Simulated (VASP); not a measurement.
Runs of VASP 6.6.1 on Tl2F. The structure is that of space group P6/mmm (No. 191), or close to it. The cells are those of the table. The cell was generated, and may not be a known phase.

| task | cell | k mesh | cutoff (eV) | gap on the mesh (eV) | pressure (GPa) | relaxed volume (Å³/atom) |
| --- | --- | --- | --- | --- | --- | --- |
| single point | a = 5.232, b = 5.232, c = 3.441 Å, angles 90.0, 90.0, 120.0°, 3 atoms | 6 × 6 × 6 | 520 | none | 0.0 | - |
| single point | a = 5.217, b = 5.217, c = 3.467 Å, angles 90.0, 90.0, 120.0°, 3 atoms | 12 × 12 × 14 | 520 | none | -0.1 | - |
| relaxation of cell and atoms | relaxed from a = 4.916, b = 4.916, c = 3.800 Å, angles 90.0, 90.0, 120.0°, 3 atoms | 6 × 6 × 4 | 600 | none | 0.0 | (a) |
| relaxation of cell and atoms | relaxed from a = 5.233, b = 5.233, c = 3.309 Å, angles 90.0, 90.0, 120.0°, 3 atoms | 6 × 6 × 6 | 600 | none | -0.1 | 27.53 |
| relaxation of cell and atoms | relaxed from a = 5.232, b = 5.232, c = 3.441 Å, angles 90.0, 90.0, 120.0°, 3 atoms | 12 × 12 × 14 | 600 | none | 0.0 | 27.19 |

Alike in all rows: level PBE; potentials or basis VASP PAW PBE potentials, release 64 (Tl_d, F); no spin polarisation; smearing gaussian 0.1 eV.

Task: Estimate the missing entries.

Result: (a) 26.23.

Caveats: some runs use coarse meshes; spin-orbit coupling is left out, which moves the levels of the heavy elements.

A k mesh can miss the band edges, and the runs leave out spin-orbit coupling on Tl.

A gap of «none» marks levels without a gap at the run's occupations.
